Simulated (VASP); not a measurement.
Runs of VASP 6.6.1 on BAs. Symmetry: Pm-3m, No. 221, cubic system. The conventional cell has a = 2.925 Å, b = 2.925 Å, c = 2.925 Å, α = 90.00°, β = 90.00°, γ = 90.00°. B (site symmetry m-3m) has 8 As at 2.53 Å and 6 B at 2.93 Å within 3.3 Å. As (site symmetry m-3m) has 8 B at 2.53 Å and 6 As at 2.93 Å within 3.3 Å. 

```tsv
level	spin	k mesh	cutoff (eV)	gap on the mesh (eV)	pressure (GPa)
PBE	off	4 × 4 × 4	500	none	-2.0
PBE	non-collinear, zero start, SOC	6 × 6 × 6	500	-	2.5
r2SCAN	off	4 × 4 × 4	550	none	(a)
PBE	off	6 × 6 × 6	500	none	2.5
```

Alike in all rows: task single point; potentials or basis VASP PAW PBE potentials, release 64 (B, As); cell as given; smearing fermi-dirac 0.02 eV.

Estimate the missing entries.

(a) -3.1.

Caveats: some runs use coarse meshes; the PAW data sets were made with another functional, which shifts forces and pressure a little (some runs).

A k mesh can miss the band edges, and rows without SOC leave out spin-orbit coupling on As.

A gap of «none» marks levels without a gap at the run's occupations.
